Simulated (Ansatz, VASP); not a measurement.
SnGeO2: VASP beside Ansatz

```xyz
4
Lattice="3.7483 0.0000 0.0000 0.0000 3.7483 0.0000 0.0000 0.0000 4.8073" Properties=species:S:1:pos:R:3 pbc="T T T"
Sn    1.8741    1.8741    1.1563
Ge    0.0000    0.0000    3.7637
O     0.0000    1.8741    4.7509
O     1.8741    0.0000    4.7509
```

Alike in both runs: functional PBE; k mesh 8 × 8 × 6; occupations gaussian, width 0.02 eV; no spin polarisation.

Ansatz relaxed the structure, and its values are those at the end. VASP's run is a single point on that final structure, the one shown.

|  | VASP | Ansatz |
| --- | --- | --- |
| version | VASP 6.6.1 | Ansatz 0.2.0 |
| potentials or method | VASP PAW PBE potentials, release 64 (Sn_d, Ge_d, O), cutoff 520 eV | scalar-relativistic, plane waves, PAW |
| valence electrons in the cell | 40 | 40 |

VASP gave:

* gap on the k mesh at the Fermi level (eV): 1.00
* least direct gap on the mesh (eV): 2.21
* pressure (GPa): 0.2
* rms of the force components (eV/Å): 0.030

Task: What did Ansatz give for the same quantities?

Result: gap on the k mesh at the Fermi level (eV): 1.00; least direct gap on the mesh (eV): 2.22; pressure (GPa): 0.0; rms of the force components (eV/Å): 0.002.
